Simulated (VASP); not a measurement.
# F (P1) in VASP: single point with PBEsol

Aim: the single point of F with PBEsol.

Everything below comes from runs of VASP 6.6.1. Logs are shortened: lines on timing, memory, paths and dates and some standing lists are left out, and cuts for length are marked.

## Step 1: The cell of the first run

The typed cell holds 4 atoms: a = 3.184 Å, b = 3.199 Å, c = 7.254 Å, α = 100.56°, β = 100.42°, γ = 61.58°.

## Step 2: Single point, PBEsol (atoms moved at random and the cell strained at random)

Contents of INCAR:

```
SYSTEM = F
PREC     = Accurate       ! precision mode
ENCUT    = 520            ! plane-wave cutoff, eV
EDIFF    = 1E-6           ! SCF threshold, eV
ISMEAR   = 0              ! smearing method
SIGMA    = 0.02           ! smearing width, eV
LREAL    = .FALSE.        ! projectors in reciprocal space
LASPH    = .TRUE.         ! aspherical terms in the spheres
NELM     = 60             ! most SCF steps
ALGO     = Normal         ! electronic algorithm
ISIF     = 2              ! what is computed and relaxed
LWAVE    = .FALSE.        ! write WAVECAR
LCHARG   = .FALSE.        ! write CHGCAR
GGA      = PS             ! functional
NBANDS   = 22             ! bands
```

Contents of KPOINTS:

```
regular mesh
0
G
  8 8 4
  0 0 0
```

Contents of POSCAR:

```
F
1.0
    2.7371040930     -1.6263664690      0.0001869816
    2.7458753798      1.6410744194     -0.0031151458
   -1.5337593117     -0.0112685048      7.0904118682
F
4
Direct
    0.9360478669      0.5935349484      0.1019271530
    0.4233262302      0.0245883255      0.3862601913
    0.0156923352      0.4189427966      0.9170805336
    0.6204574401      0.9517514056      0.5969000129
```

Potentials or basis: VASP PAW PBE potentials, release 64 (F).

Run with:

```
$ cat potpaw_PBE.64/F/POTCAR > POTCAR
$ mpirun -np 1 vasp_std > vasp.out
```

OUTCAR:

```text
SYSTEM = F
   PREC = Accurate
   ENCUT = 520
   EDIFF = 1E-6
   ISMEAR = 0
   LREAL = .FALSE.
   LASPH = .TRUE.
   NELM = 60
   ISIF = 2
   GGA = PS

 ion  position               nearest neighbor table
   1  0.936  0.594  0.102-   3 1.37
   2  0.423  0.025  0.386-   4 1.56
   3  0.016  0.419  0.917-   1 1.37
   4  0.620  0.952  0.597-   2 1.56

  LATTYP: Found a triclinic cell.
 ALAT       =     3.1989008355
 B/A-ratio  =     1.0214303281
 C/A-ratio  =     2.5363379263
 COS(alpha) =     0.0008477463
 COS(beta)  =     0.4171812936
 COS(gamma) =     0.5153151162

  Lattice vectors:

 A1 = (   2.7458753798,   1.6410744194,  -0.0031151458)
 A2 = (   0.0087712868,   3.2674408884,  -0.0033021274)
 A3 = (   3.9492201611,   0.0034394456,   7.0874837040)

Analysis of symmetry for initial positions (statically):
=====================================================================
 Subroutine PRICEL returns:
 Original cell was already a primitive cell.

 Routine SETGRP: Setting up the symmetry group for a
 triclinic supercell.

 Subroutine GETGRP returns: Found  1 space group operations
 (whereof  1 operations were pure point group operations)
 out of a pool of  2 trial point group operations.

The static configuration has the point symmetry C_1 .

Analysis of symmetry for dynamics (positions and initial velocities):
=====================================================================
 Subroutine PRICEL returns:
 Original cell was already a primitive cell.

 Routine SETGRP: Setting up the symmetry group for a
 triclinic supercell.

 Subroutine GETGRP returns: Found  1 space group operations
 (whereof  1 operations were pure point group operations)
 out of a pool of  2 trial point group operations.

The dynamic configuration has the point symmetry C_1 .

 Subroutine INISYM returns: Found  1 space group operations
 (whereof  1 operations are pure point group operations),
 and found     1 'primitive' translations

----------------------------------------------------------------------------------------

                                     Primitive cell

  volume of cell :      63.5056

  direct lattice vectors                    reciprocal lattice vectors
     2.737104093 -1.626366469  0.000186982     0.183225681 -0.306502211  0.039147271
     2.745875380  1.641074419 -0.003115146     0.181584056  0.305602647  0.039764957
    -1.533759312 -0.011268505  7.090411868     0.000074946  0.000142348  0.141051969

  length of vectors
     3.183835225  3.198900836  7.254411421     0.359232187  0.357696797  0.141052061

  position of ions in fractional coordinates (direct lattice)
     0.936047867  0.593534948  0.101927153
     0.423326230  0.024588325  0.386260191
     0.015692335  0.418942797  0.917080534
     0.620457440  0.951751406  0.596900013

  ion indices of the primitive-cell ions
   primitive index   ion index
                 1           1
                 2           2
                 3           3
                 4           4

----------------------------------------------------------------------------------------

 KPOINTS: regular mesh

Automatic generation of k-mesh.
 Grid dimensions read from file:
 generate k-points for:    8    8    4

 Generating k-lattice:

  Cartesian coordinates                     Fractional coordinates (reciprocal lattice)
     0.022903210 -0.038312776  0.004893409     0.125000000  0.000000000 -0.000000000
     0.022698007  0.038200331  0.004970620    -0.000000000  0.125000000  0.000000000
     0.000018737  0.000035587  0.035262992    -0.000000000 -0.000000000  0.250000000

  Length of vectors
     0.044904023  0.044712100  0.035263015

  Shift w.r.t. Gamma in fractional coordinates (k-lattice)
     0.000000000  0.000000000  0.000000000

 Subroutine IBZKPT returns following result:
 ===========================================

 Found    132 irreducible k-points:

 Following reciprocal coordinates:
            Coordinates               Weight
  0.000000  0.000000  0.000000      1.000000
  0.125000  0.000000  0.000000      2.000000
  0.250000  0.000000  0.000000      2.000000
  0.375000 -0.000000 -0.000000      2.000000
  0.500000  0.000000  0.000000      1.000000
 -0.000000  0.125000  0.000000      2.000000
[... 16 lines left out ...]
  0.125000  0.375000 -0.000000      2.000000
  0.250000  0.375000  0.000000      2.000000
 [... further k-points ...]
   k-points           NKPTS =    132   k-points in BZ     NKDIM =    132   number of bands    NBANDS=     22
   number of dos      NEDOS =    301   number of ions     NIONS =      4
   total plane-waves  NPLWV =  31104
   dimension x,y,z NGX =    24 NGY =   24 NGZ =   54
   dimension x,y,z NGXF=    48 NGYF=   48 NGZF=  108
   ions per type =               4
   NGX,Y,Z   is equivalent  to a cutoff of  12.53, 12.47, 12.37 a.u.
   NGXF,Y,Z  is equivalent  to a cutoff of  25.06, 24.95, 24.75 a.u.
 SYSTEM =  F
   PREC   = accura    normal or accurate (medium, high low for compatibility)
   ISTART =      0    job   : 0-new  1-cont  2-samecut
   ICHARG =      2    charge: 1-file 2-atom 10-const
   ISPIN  =      1    spin polarized calculation?
   LNONCOLLINEAR =      F non collinear calculations
   LSORBIT =      F    spin-orbit coupling
   LASPH  =      T    aspherical Exc in radial PAW
   ENCUT  =  520.0 eV  38.22 Ry    6.18 a.u.   5.92  5.95 13.49*2*pi/ulx,y,z
   NELM   =     60;   NELMIN=  2; NELMDL= -5     # of ELM steps
   EDIFF  = 0.1E-05   stopping-criterion for ELM
   LREAL  =      F    real-space projection
   EDIFFG = 0.1E-04   stopping-criterion for IOM
   NSW    =      0    number of steps for IOM
   IBRION =     -1    ionic relax: 0-MD 1-quasi-New 2-CG
   NFREE  =      0    steps in history (QN), initial steepest desc. (CG)
   ISIF   =      2    stress and relaxation
   ISYM   =      2    0-nonsym 1-usesym 2-fastsym
   POTIM  = 0.5000    time-step for ionic-motion
   TEBEG  =    0.0;   TEEND  =   0.0 temperature during run
   PSTRESS=    0.0 pullay stress
   NELECT =      28.0000    total number of electrons
   NUPDOWN=      -1.0000    fix difference up-down
   EMIN   =  10.00;   EMAX   =-10.00  energy-range for DOS
   EFERMI =   0.00;   METHOD = LEGACY
   ISMEAR =     0;   SIGMA  =   0.02  broadening in eV -4-tet -1-fermi 0-gaus
   EFERMI_NEDOS =   21; number of points for ismear=-14 and -15
   IALGO  =     38    algorithm
   IMIX   =      4    mixing-type and parameters
     AMIX     =   0.40;   BMIX     =  1.00
     AMIX_MAG =   1.60;   BMIX_MAG =  1.00
  volume/ion in A,a.u.               =      15.88       107.14
  Fermi-wavevector in a.u.,A,eV,Ry     =   1.246016  2.354628 21.123792  1.552555
  Thomas-Fermi vector in A             =   2.380212
   LORBIT       =      0    0 simple, 1 ext, 2 COOP (PROOUT), +10 PAW based schemes
   GGA     = PS    functional components
   LHFCALC =     F    Hartree Fock is set to
   AEXX    =    0.0000 exact exchange contribution
   IVDW    =     0    specifies the selected vdW correction
   LEPSILON=     F    determine dielectric tensor
   LRPA    =     F    only Hartree local field effects (RPA)
 non-spin polarized calculation
 Gauss-broadening in eV      SIGMA  =   0.02
  energy-cutoff  :      520.00
  volume of cell :       63.51
 maximum number of plane-waves:      1726
   NGX = 11   NGY = 11   NGZ = 27

 number of electron      28.0000009 magnetization

 Free energy of the ion-electron system (eV)
  ---------------------------------------------------
  ext. energy  EPLUGINS =         0.00000000
  ---------------------------------------------------
  free energy    TOTEN  =        -7.47578639 eV

  energy without entropy =       -7.47578639  energy(sigma->0) =       -7.47578639

 E-fermi :  -4.9576     XC(G=0):  -7.7166

 val. band max:       -5.1802028379   @ k =   0.0000   0.0000   0.0000
 cond. band min:      -3.7191777567   @ k =   0.0000   0.0000   0.0000
 fundamental gap:      1.4610250812
 Fermi energy:        -4.9575986185

 k-point     1 :       0.0000    0.0000    0.0000
  band No.  band energies     occupation
      1     -30.7918      2.00000
      2     -28.2478      2.00000
      3     -24.1855      2.00000
      4     -23.4817      2.00000
      5     -11.9522      2.00000
      6     -10.4997      2.00000
[... 14 lines left out ...]
     21      14.0117      0.00000
     22      16.9533      0.00000

 k-point     2 :       0.1250    0.0000    0.0000
  band No.  band energies     occupation
      1     -30.7781      2.00000
      2     -28.2315      2.00000
      3     -24.1704      2.00000
      4     -23.4803      2.00000
      5     -11.9329      2.00000
      6     -10.5182      2.00000
[... 14 lines left out ...]
     21      14.3957      0.00000
     22      15.0370      0.00000

 k-point     3 :       0.2500    0.0000    0.0000
  band No.  band energies     occupation
      1     -30.7451      2.00000
      2     -28.1920      2.00000
      3     -24.1335      2.00000
      4     -23.4772      2.00000
      5     -11.8824      2.00000
      6     -10.5709      2.00000
[... 14 lines left out ...]
     21      13.4501      0.00000
     22      14.4254      0.00000

 k-point     4 :       0.3750   -0.0000   -0.0000
  band No.  band energies     occupation
      1     -30.7120      2.00000
      2     -28.1521      2.00000
      3     -24.0959      2.00000
      4     -23.4750      2.00000
      5     -11.8242      2.00000
      6     -10.6402      2.00000
[... 14 lines left out ...]
     21      12.0720      0.00000
     22      13.0072      0.00000

 k-point     5 :       0.5000    0.0000    0.0000
  band No.  band energies     occupation
      1     -30.6981      2.00000
      2     -28.1354      2.00000
      3     -24.0799      2.00000
      4     -23.4743      2.00000
      5     -11.7967      2.00000
      6     -10.6761      2.00000
[... 417 lines left out ...]
 k-point    22 :      -0.0000    0.3750   -0.0000
  band No.  band energies     occupation
      1     -30.7146      2.00000
      2     -28.1553      2.00000
      3     -24.0971      2.00000
      4     -23.4739      2.00000
      5     -11.8209      2.00000
      6     -10.6394      2.00000
[... 14 lines left out ...]
     21      11.9952      0.00000
     22      13.0623      0.00000

 k-point    23 :       0.1250    0.3750   -0.0000
  band No.  band energies     occupation
      1     -30.7232      2.00000
      2     -28.1657      2.00000
      3     -24.1037      2.00000
      4     -23.4668      2.00000
      5     -11.8324      2.00000
      6     -10.5927      2.00000
[... 14 lines left out ...]
     21      12.6914      0.00000
     22      13.4687      0.00000

 k-point    24 :       0.2500    0.3750    0.0000
  band No.  band energies     occupation
      1     -30.7214      2.00000
      2     -28.1635      2.00000
      3     -24.0986      2.00000
      4     -23.4548      2.00000
      5     -11.8251      2.00000
      6     -10.5556      2.00000
[... 14 lines left out ...]
     21      12.4807      0.00000
     22      13.5264      0.00000

 [... further k-points ...]
[... 5 lines left out ...]
  --------------------------------------------------------------------------------------
  -------------------------------------------------------------------------------------
  Total       -0.0481635     -0.3217995     -3.0158586     -0.0254650      2.0433133     -0.0543795
  in kB       -1.2151136     -8.1186510    -76.0868266     -0.6424536     51.5505686     -1.3719358
  external PRESSURE =     -28.4735304 kB  Pullay stress =       0.0000000 kB

 VOLUME and BASIS-vectors are now :
 -----------------------------------------------------------------------------
  energy-cutoff  :      520.00
  volume of cell :       63.51
      direct lattice vectors                 reciprocal lattice vectors
     2.737104093 -1.626366469  0.000186982     0.183225681 -0.306502211  0.039147271
     2.745875380  1.641074419 -0.003115146     0.181584056  0.305602647  0.039764957
    -1.533759312 -0.011268505  7.090411868     0.000074946  0.000142348  0.141051969

 POSITION                                       TOTAL-FORCE (eV/Angst)
 -----------------------------------------------------------------------------------
      4.03550     -0.54947      0.72103        -0.039737      0.441000      1.477527
      0.63377     -0.65248      2.73875         0.049316     -0.895349      3.125586
     -0.21326      0.65166      6.50118         0.036667     -0.458301     -1.508127
      3.39615      0.54608      4.22942        -0.046246      0.912650     -3.094986
 -----------------------------------------------------------------------------------
    total drift:                               -0.000103     -0.001177      0.000507

  FREE ENERGIE OF THE ION-ELECTRON SYSTEM (eV)
  ---------------------------------------------------
  free  energy   TOTEN  =        -7.4757863917 eV

  energy  without entropy=       -7.4757863917  energy(sigma->0) =       -7.47578639
```

It took 2.9 min on 1 thread of Intel Xeon Platinum 8175M at 2.50GHz (Skylake/Cascade Lake), shared host; peak memory 0.25 GiB.

What came out:

```
Free energy            : -7.4758 eV
Pressure               : -2.8 GPa
Largest force          : 3.252 eV/Å
Band gap on the k mesh : 1.46 eV, direct
```

Forces in eV/Å, atoms in the order of the input:
```
F   -0.040  0.441  1.478
F    0.049 -0.895  3.126
F    0.037 -0.458 -1.508
F   -0.046  0.913 -3.095
```

Caveat: the cell differs from its parent crystal (atoms moved at random and the cell strained at random); the PAW data sets were made with another functional, which shifts forces and pressure a little.
